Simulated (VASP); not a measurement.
Input of a VASP 6.6.1 run:

Contents of INCAR:

```
PREC = Accurate
ENCUT = 520
EDIFF = 1E-6
ISMEAR = 0
SIGMA = 0.1
LREAL = F
LASPH = T
NELM = 100
ALGO = Fast
ISIF = 2
LWAVE = F
LCHARG = F
GGA = PE
NBANDS = 11
```

KPOINTS

```
regular mesh
0
Gamma
  16 16 16
```

POSCAR

```
Ba
1.0
   -2.4058217752      2.4058217752      2.4051136195
    2.4058217752     -2.4058217752      2.4051136195
    2.4058217752      2.4058217752     -2.4051136195
Ba
1
Direct
    0.0000000000      0.0000000000      0.0000000000
```

Potentials or basis: VASP PAW PBE potentials, release 64 (Ba_sv).

Command:

```bash
$ cat potpaw_PBE.64/Ba_sv/POTCAR > POTCAR
$ mpirun -np 1 vasp_std > vasp.out
```

(1) Estimate the band gap on the k mesh.

(2) Estimate the pressure.

## Answers

(1) zero (bands 5 and 6 overlap by 1.38 eV).

(2) 1.4 GPa.

Caveat: spin-orbit coupling is left out, which moves the levels of the heavy elements.
